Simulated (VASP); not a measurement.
# Ti6H in VASP: a series of runs

The runs below take Ti6H through single point, with PBE.

Everything below comes from runs of VASP 6.6.1. Logs are shortened: lines on timing, memory, paths and dates and some standing lists are left out, and cuts for length are marked.

## 1. The cell of the first run

The cell holds a slab with vacuum, 7 atoms: a = 2.832 Å, b = 4.580 Å, c = 23.551 Å, α = 90.00°, β = 90.00°, γ = 90.00°.

## 2. Single point, PBE

Input file INCAR:

```
SYSTEM = Ti6H
ALGO     = Normal         ! electronic algorithm
DIPOL    = 0.5 0.5 0.348
EDIFF    = 1E-6           ! SCF threshold, eV
ENCUT    = 520            ! plane-wave cutoff, eV
GGA      = PE             ! functional
IDIPOL   = 3            
ISIF     = 2              ! what is computed and relaxed
ISMEAR   = 0              ! smearing method
LASPH    = .True.         ! aspherical terms in the spheres
LCHARG   = .False.        ! write CHGCAR
LDIPOL   = .True.       
LREAL    = .False.        ! projectors in reciprocal space
LWAVE    = .False.        ! write WAVECAR
NBANDS   = 46             ! bands
NELM     = 80             ! most SCF steps
PREC     = Accurate       ! precision mode
SIGMA    = 0.1            ! smearing width, eV
```

Input file KPOINTS:

```
k-points
0
Gamma
  9 6 1
  0 0 0
```

Input file POSCAR:

```
Ti6H
1.0
    2.8321726458      0.0000000000      0.0000000000
    0.0000000000      4.5795363026      0.0000000000
    0.0000000000      0.0000000000     23.5510893874
Ti H
6 1
Direct
    0.5000000000      0.0000000000      0.1698435233
    0.0000000000      0.5000000000      0.2259767339
    0.5000000000      0.0000000000      0.2821099444
    0.5000000000      0.5000000000      0.3394934593
    0.0000000000      0.0000000000      0.3940191404
    0.5000000000      0.5000000000      0.4480085492
    0.7500000000      0.7500000000      0.5741173652
```

Potentials or basis: VASP PAW PBE potentials, release 64 (Ti_sv, H).

Started as:

```bash
> cat potpaw_PBE.64/Ti_sv/POTCAR potpaw_PBE.64/H/POTCAR > POTCAR
> mpirun -np 1 vasp_std > vasp.out
```

OUTCAR:

```text
SYSTEM = Ti6H
   EDIFF = 1E-6
   ENCUT = 520
   GGA = PE
   ISIF = 2
   ISMEAR = 0
   LASPH = .True.
   LREAL = .False.
   NELM = 80
   PREC = Accurate

 ion  position               nearest neighbor table
   1  0.500  0.000  0.170-   3 2.64
   2  0.000  0.500  0.226-
   3  0.500  0.000  0.282-   1 2.64   4 2.66   4 2.66
   4  0.500  0.500  0.339-   6 2.56   3 2.66   3 2.66
   5  0.000  0.000  0.394-
   6  0.500  0.500  0.448-   4 2.56
   7  0.750  0.750  0.574-

  LATTYP: Found a simple orthorhombic cell.
 ALAT       =     2.8321726458
 B/A-ratio  =     1.6169693290
 C/A-ratio  =     8.3155556997

  Lattice vectors:

 A1 = (   2.8321726458,   0.0000000000,   0.0000000000)
 A2 = (   0.0000000000,   4.5795363026,   0.0000000000)
 A3 = (   0.0000000000,   0.0000000000,  23.5510893874)

Analysis of symmetry for initial positions (statically):
=====================================================================
 Subroutine PRICEL returns:
 Original cell was already a primitive cell.

 Routine SETGRP: Setting up the symmetry group for a
 simple orthorhombic supercell.

 Subroutine GETGRP returns: Found  1 space group operations
 (whereof  1 operations were pure point group operations)
 out of a pool of  8 trial point group operations.

The static configuration has the point symmetry C_1 .

Analysis of symmetry for dynamics (positions and initial velocities):
=====================================================================
 Subroutine PRICEL returns:
 Original cell was already a primitive cell.

 Routine SETGRP: Setting up the symmetry group for a
 simple orthorhombic supercell.

 Subroutine GETGRP returns: Found  1 space group operations
 (whereof  1 operations were pure point group operations)
 out of a pool of  8 trial point group operations.

The dynamic configuration has the point symmetry C_1 .

 Subroutine INISYM returns: Found  1 space group operations
 (whereof  1 operations are pure point group operations),
 and found     1 'primitive' translations

----------------------------------------------------------------------------------------

                                     Primitive cell

  volume of cell :     305.4585

  direct lattice vectors                    reciprocal lattice vectors
     2.832172646  0.000000000  0.000000000     0.353085820  0.000000000  0.000000000
     0.000000000  4.579536303  0.000000000     0.000000000  0.218362719  0.000000000
     0.000000000  0.000000000 23.551089387     0.000000000  0.000000000  0.042460881

  length of vectors
     2.832172646  4.579536303 23.551089387     0.353085820  0.218362719  0.042460881

  position of ions in fractional coordinates (direct lattice)
     0.500000000  0.000000000  0.169843523
     0.000000000  0.500000000  0.225976734
     0.500000000  0.000000000  0.282109944
     0.500000000  0.500000000  0.339493459
     0.000000000  0.000000000  0.394019140
     0.500000000  0.500000000  0.448008549
     0.750000000  0.750000000  0.574117365

  ion indices of the primitive-cell ions
   primitive index   ion index
                 1           1
                 2           2
                 3           3
                 4           4
                 5           5
                 6           6
                 7           7

----------------------------------------------------------------------------------------

 KPOINTS: k-points

Automatic generation of k-mesh.
 Grid dimensions read from file:
 generate k-points for:    9    6    1

 Generating k-lattice:

  Cartesian coordinates                     Fractional coordinates (reciprocal lattice)
     0.039231758  0.000000000  0.000000000     0.111111111  0.000000000  0.000000000
     0.000000000  0.036393787  0.000000000     0.000000000  0.166666667  0.000000000
     0.000000000  0.000000000  0.042460881     0.000000000  0.000000000  1.000000000

  Length of vectors
     0.039231758  0.036393787  0.042460881

  Shift w.r.t. Gamma in fractional coordinates (k-lattice)
     0.000000000  0.000000000  0.000000000

 Subroutine IBZKPT returns following result:
 ===========================================

 Found     28 irreducible k-points:

 Following reciprocal coordinates:
            Coordinates               Weight
  0.000000  0.000000  0.000000      1.000000
  0.111111  0.000000  0.000000      2.000000
  0.222222  0.000000  0.000000      2.000000
  0.333333  0.000000  0.000000      2.000000
  0.444444  0.000000  0.000000      2.000000
  0.000000  0.166667  0.000000      2.000000
[... 16 lines left out ...]
  0.444444 -0.333333  0.000000      2.000000
  0.000000  0.500000  0.000000      1.000000
 [... further k-points ...]
   k-points           NKPTS =     28   k-points in BZ     NKDIM =     28   number of bands    NBANDS=     46
   number of dos      NEDOS =    301   number of ions     NIONS =      7
   total plane-waves  NPLWV = 155520
   dimension x,y,z NGX =    24 NGY =   36 NGZ =  180
   dimension x,y,z NGXF=    48 NGYF=   72 NGZF=  360
   ions per type =               6   1
   NGX,Y,Z   is equivalent  to a cutoff of  14.09, 13.07, 12.71 a.u.
   NGXF,Y,Z  is equivalent  to a cutoff of  28.18, 26.14, 25.41 a.u.
 SYSTEM =  Ti6H
   PREC   = accura    normal or accurate (medium, high low for compatibility)
   ISTART =      0    job   : 0-new  1-cont  2-samecut
   ICHARG =      2    charge: 1-file 2-atom 10-const
   ISPIN  =      1    spin polarized calculation?
   LNONCOLLINEAR =      F non collinear calculations
   LSORBIT =      F    spin-orbit coupling
   LASPH  =      T    aspherical Exc in radial PAW
   ENCUT  =  520.0 eV  38.22 Ry    6.18 a.u.   5.27  8.51 43.79*2*pi/ulx,y,z
   NELM   =     80;   NELMIN=  2; NELMDL= -5     # of ELM steps
   EDIFF  = 0.1E-05   stopping-criterion for ELM
   LREAL  =      F    real-space projection
   EDIFFG = 0.1E-04   stopping-criterion for IOM
   NSW    =      0    number of steps for IOM
   IBRION =     -1    ionic relax: 0-MD 1-quasi-New 2-CG
   NFREE  =      0    steps in history (QN), initial steepest desc. (CG)
   ISIF   =      2    stress and relaxation
   ISYM   =      2    0-nonsym 1-usesym 2-fastsym
   POTIM  = 0.5000    time-step for ionic-motion
   TEBEG  =    0.0;   TEEND  =   0.0 temperature during run
   PSTRESS=    0.0 pullay stress
   NELECT =      73.0000    total number of electrons
   NUPDOWN=      -1.0000    fix difference up-down
   EMIN   =  10.00;   EMAX   =-10.00  energy-range for DOS
   EFERMI =   0.00;   METHOD = LEGACY
   ISMEAR =     0;   SIGMA  =   0.10  broadening in eV -4-tet -1-fermi 0-gaus
   EFERMI_NEDOS =   21; number of points for ismear=-14 and -15
   IALGO  =     38    algorithm
   IMIX   =      4    mixing-type and parameters
     AMIX     =   0.40;   BMIX     =  1.00
     AMIX_MAG =   1.60;   BMIX_MAG =  1.00
  volume/ion in A,a.u.               =      43.64       294.48
  Fermi-wavevector in a.u.,A,eV,Ry     =   1.015933  1.919835 14.042842  1.032120
  Thomas-Fermi vector in A             =   2.149247
   LORBIT       =      0    0 simple, 1 ext, 2 COOP (PROOUT), +10 PAW based schemes
   GGA     = PE    functional components
   LHFCALC =     F    Hartree Fock is set to
   AEXX    =    0.0000 exact exchange contribution
   IVDW    =     0    specifies the selected vdW correction
   LEPSILON=     F    determine dielectric tensor
   LRPA    =     F    only Hartree local field effects (RPA)
 non-spin polarized calculation
 Gauss-broadening in eV      SIGMA  =   0.10
  energy-cutoff  :      520.00
  volume of cell :      305.46
 maximum number of plane-waves:      8274
 NGX is ok and might be reduce to    24
   NGX = 11   NGY = 17   NGZ = 87

 dipolmoment           0.000000      0.000000     -0.104745 electrons x Angstroem

 number of electron      73.0000008 magnetization

 dipolmoment           0.000000      0.000000      0.218775 electrons x Angstroem

 Free energy of the ion-electron system (eV)
  ---------------------------------------------------
  ext. energy  EPLUGINS =         0.00000000
  ---------------------------------------------------
  free energy    TOTEN  =       -44.70171649 eV

  energy without entropy =      -44.65402815  energy(sigma->0) =      -44.67787232

 E-fermi :  -0.2358     XC(G=0):  -5.1949

 val. band max:       -0.2368389422   @ k =   0.0000   0.0000   0.0000
 cond. band min:      -0.2169445036   @ k =   0.0000   0.3333   0.0000
 fundamental gap:      0.0198944387
 Fermi energy:        -0.2357543235

 k-point     1 :       0.0000    0.0000    0.0000
  band No.  band energies     occupation
      1     -57.2192      2.00000
      2     -57.1751      2.00000
      3     -57.0885      2.00000
      4     -57.0208      2.00000
      5     -56.8434      2.00000
      6     -56.7269      2.00000
[... 38 lines left out ...]
     45       1.1864      0.00000
     46       1.3080      0.00000

 k-point     2 :       0.1111    0.0000    0.0000
  band No.  band energies     occupation
      1     -57.2122      2.00000
      2     -57.1679      2.00000
      3     -57.0827      2.00000
      4     -57.0149      2.00000
      5     -56.8377      2.00000
      6     -56.7209      2.00000
[... 38 lines left out ...]
     45       0.9274      0.00000
     46       1.1326      0.00000

 k-point     3 :       0.2222    0.0000    0.0000
  band No.  band energies     occupation
      1     -57.1943      2.00000
      2     -57.1498      2.00000
      3     -57.0680      2.00000
      4     -57.0000      2.00000
      5     -56.8233      2.00000
      6     -56.7054      2.00000
[... 38 lines left out ...]
     45       1.0876      0.00000
     46       1.2336      0.00000

 k-point     4 :       0.3333    0.0000    0.0000
  band No.  band energies     occupation
      1     -57.1739      2.00000
      2     -57.1290      2.00000
      3     -57.0512      2.00000
      4     -56.9830      2.00000
      5     -56.8069      2.00000
      6     -56.6878      2.00000
[... 920 lines left out ...]
     45       1.2100      0.00000
     46       1.2644      0.00000

 k-point    23 :       0.4444   -0.3333    0.0000
  band No.  band energies     occupation
      1     -57.1602      2.00000
      2     -57.1151      2.00000
      3     -57.0403      2.00000
      4     -56.9719      2.00000
      5     -56.7744      2.00000
      6     -56.6985      2.00000
[... 38 lines left out ...]
     45       1.1918      0.00000
     46       1.2587      0.00000

 k-point    24 :       0.0000    0.5000    0.0000
  band No.  band energies     occupation
      1     -57.2123      2.00000
      2     -57.1676      2.00000
      3     -57.0927      2.00000
      4     -57.0249      2.00000
      5     -56.8152      2.00000
      6     -56.7621      2.00000
[... 38 lines left out ...]
     45       0.9909      0.00000
     46       1.2063      0.00000

 [... further k-points ...]

------------------------ aborting loop because EDIFF is reached ----------------------------------------

 vacuum level on the upper side and lower side of the slab       (xc-potential included)         1.276        -1.707

  FORCE on cell =-STRESS in cart. coord.  units (eV):
  Direction    XX          YY          ZZ          XY          YZ          ZX
  --------------------------------------------------------------------------------------
  -------------------------------------------------------------------------------------
  Total       -3.9156295     -6.0506602     -3.1987330     -0.0112868     -0.7223722      0.0599439
  in kB      -20.5380849    -31.7366524    -16.7778512     -0.0592013     -3.7889543      0.3144148
  external PRESSURE =     -23.0175295 kB  Pullay stress =       0.0000000 kB

 VOLUME and BASIS-vectors are now :
 -----------------------------------------------------------------------------
  energy-cutoff  :      520.00
  volume of cell :      305.46
      direct lattice vectors                 reciprocal lattice vectors
     2.832172646  0.000000000  0.000000000     0.353085820  0.000000000  0.000000000
     0.000000000  4.579536303  0.000000000     0.000000000  0.218362719  0.000000000
     0.000000000  0.000000000 23.551089387     0.000000000  0.000000000  0.042460881

 POSITION                                       TOTAL-FORCE (eV/Angst)
 -----------------------------------------------------------------------------------
      1.41609      0.00000      4.00000         0.001212      0.003201      0.394479
      0.00000      2.28977      5.32200         0.000192      0.014200     -0.001845
      1.41609      0.00000      6.64400         0.002649     -0.010827     -0.371005
      1.41609      2.28977      7.99544        -0.009401     -0.019565     -0.039812
      0.00000      0.00000      9.27958        -0.014405     -0.026132     -0.153780
      1.41609      2.28977     10.55109         0.007336      0.292545      0.960349
      2.12413      3.43465     13.52109         0.012417     -0.253422     -0.788385
 -----------------------------------------------------------------------------------
    total drift:                               -0.000022      0.000018      0.002016

  FREE ENERGIE OF THE ION-ELECTRON SYSTEM (eV)
  ---------------------------------------------------
  free  energy   TOTEN  =       -44.7017164884 eV

  energy  without entropy=      -44.6540281454  energy(sigma->0) =      -44.67787232

 vacuum level on the upper side and lower side of the slab         6.020         2.969
```

Run time: 11 min. Hardware: 1 thread of AMD EPYC 9R45 (Zen 5), shared host; peak memory 0.51 GiB.

What came out:

| Item | Value |
| --- | --- |
| Free energy | -44.7017 eV |
| Largest force | 1.004 eV/Å |

Forces on the atoms (eV/Å):
```
Ti   0.001  0.003  0.394
Ti   0.000  0.014 -0.002
Ti   0.003 -0.011 -0.371
Ti  -0.009 -0.020 -0.040
Ti  -0.014 -0.026 -0.154
Ti   0.007  0.293  0.960
H    0.012 -0.253 -0.788
```

## 3. Single point, PBE

Input file INCAR:

```
PREC = Accurate
ENCUT = 520
EDIFF = 1E-6
ISMEAR = 0
SIGMA = 0.1
LREAL = F
LASPH = T
NELM = 80
ALGO = Normal
ISIF = 2
LWAVE = F
LCHARG = T
LDIPOL = T
IDIPOL = 3
DIPOL = 0.5 0.5 0.342
GGA = PE
LELF = T
LVHAR = T
LVACPOTAV = T
NBANDS = 46
```

Input file KPOINTS:

```
regular mesh
0
Gamma
  9 6 1
```

POSCAR: that of step 2 with these lines changed.

```diff
@@ -14,2 +14,2 @@
     0.5000000000      0.5000000000      0.4480085492
-    0.7500000000      0.7500000000      0.5741173652
+    0.6250000000      0.6250000000      0.5359025725
```

Potentials or basis: VASP PAW PBE potentials, release 64 (Ti_sv, H).

Started as:

```bash
> cat potpaw_PBE.64/Ti_sv/POTCAR potpaw_PBE.64/H/POTCAR > POTCAR
> mpirun -np 1 vasp_std > vasp.out
```

Run time: 11 min. Hardware: 1 thread of AMD EPYC 9R45 (Zen 5), shared host; peak memory 0.53 GiB.

It converged, with:

```
Free energy   : -46.0734 eV
Largest force : 1.982 eV/Å
```

Forces in eV/Å, atoms in the order of the input:
```
Ti   0.003  0.007  0.425
Ti   0.004  0.030 -0.024
Ti   0.013 -0.056 -0.363
Ti  -0.080  0.031  0.004
Ti  -0.074 -0.175 -0.241
Ti   0.040  0.636  1.876
H    0.093 -0.472 -1.678
```

Levels at points of the mesh, in eV from the Fermi level:
```csv
k point,band 33,band 34,band 35,band 36,band 37,band 38,band 39,band 40,band 41,band 42
"(0.00, 0.00, 0.00)",-0.66,-0.60,-0.53,-0.12,0.05,0.12,0.24,0.37,0.71,0.85
"(0.00, 0.50, 0.00)",-0.48,-0.36,-0.27,-0.18,-0.01,0.26,0.34,0.45,0.59,0.65
```

## 4. Single point, PBE

Input file INCAR:

```
  PREC = Accurate
  ENCUT = 520
  EDIFF = 1E-6
  ISMEAR = 0
  SIGMA = 0.1
  LREAL = F
  LASPH = T
  NELM = 100
  ALGO = Normal
  ISIF = 2
  LWAVE = F
  LCHARG = F
  LDIPOL = T
  IDIPOL = 3
  DIPOL = 0.5 0.5 0.348
  GGA = PE
  NBANDS = 46
```

KPOINTS is that of step 3.

POSCAR: that of step 3 with these lines changed.

```diff
@@ -14,2 +14,2 @@
     0.5000000000      0.5000000000      0.4480085492
-    0.6250000000      0.6250000000      0.5359025725
+    0.6250000000      0.6250000000      0.5741173652
```

Started as:

```bash
> cat potpaw_PBE.64/Ti_sv/POTCAR potpaw_PBE.64/H/POTCAR > POTCAR
> mpirun -np 1 vasp_std > vasp.out
```

Wall time 11 min (1 thread of AMD EPYC 9R45 (Zen 5), shared host); peak memory 0.51 GiB.

It converged, with:

| Quantity | Value |
| --- | --- |
| Free energy | -44.8287 eV |
| Largest force | 1.194 eV/Å |

Forces in eV/Å, atoms in the order of the input:
```
Ti   0.001  0.004  0.392
Ti   0.000  0.010  0.006
Ti   0.002 -0.010 -0.369
Ti  -0.011 -0.017 -0.070
Ti  -0.013 -0.025 -0.174
Ti   0.015  0.216  1.175
H    0.005 -0.178 -0.959
```

Levels at points of the mesh, in eV from the Fermi level:
```csv
k point,band 32,band 33,band 34,band 35,band 36,band 37,band 38,band 39,band 40,band 41
"(0.00, 0.00, 0.00)",-0.81,-0.67,-0.66,-0.58,-0.15,0.01,0.09,0.22,0.36,0.61
"(0.00, 0.50, 0.00)",-0.60,-0.50,-0.40,-0.32,-0.23,-0.18,0.25,0.31,0.42,0.48
```

## 5. Single point, PBE

Input file INCAR:

```
PREC     = Accurate       # precision mode
ENCUT    = 520            # plane-wave cutoff, eV
EDIFF    = 1E-6           # SCF threshold, eV
ISMEAR   = 0              # smearing method
SIGMA    = 0.1            # smearing width, eV
LREAL    = False          # projectors in reciprocal space
LASPH    = True           # aspherical terms in the spheres
NELM     = 100            # most SCF steps
ALGO     = Normal         # electronic algorithm
ISIF     = 2              # what is computed and relaxed
LWAVE    = False          # write WAVECAR
LCHARG   = False          # write CHGCAR
LDIPOL   = True         
IDIPOL   = 3            
DIPOL    = 0.5 0.5 0.330
GGA      = PE             # functional
NBANDS   = 46             # bands
```

KPOINTS is that of step 4.

POSCAR: that of step 4 with these lines changed.

```diff
@@ -14,2 +14,2 @@
     0.5000000000      0.5000000000      0.4480085492
-    0.6250000000      0.6250000000      0.5741173652
+    0.8750000000      0.8750000000      0.4509808108
```

Started as:

```bash
> cat potpaw_PBE.64/Ti_sv/POTCAR potpaw_PBE.64/H/POTCAR > POTCAR
> mpirun -np 1 vasp_std > vasp.out
```

Wall time 22 min (1 thread of Intel Xeon Platinum 8375C at 2.90GHz (Ice Lake), shared host); peak memory 0.55 GiB.

The run converged. Its results:

* Free energy: -46.6798 eV
* Largest force: 4.818 eV/Å

Forces on the atoms (eV/Å):
```
Ti   0.003  0.020  0.364
Ti  -0.010 -0.097  0.091
Ti   0.001  0.052 -0.509
Ti   0.031  0.039 -0.068
Ti   0.897  1.725 -3.802
Ti   0.163  0.621 -0.135
H   -1.085 -2.359  4.058
```

Levels at points of the mesh, in eV from the Fermi level:
```csv
k point,band 34,band 35,band 36,band 37,band 38,band 39,band 40,band 41
"(0.00, 0.00, 0.00)",-0.59,-0.22,-0.15,0.01,0.10,0.19,0.32,0.73
"(0.00, 0.50, 0.00)",-0.47,-0.24,-0.23,0.00,0.25,0.31,0.40,0.58
```

[end of part 1 of 2]
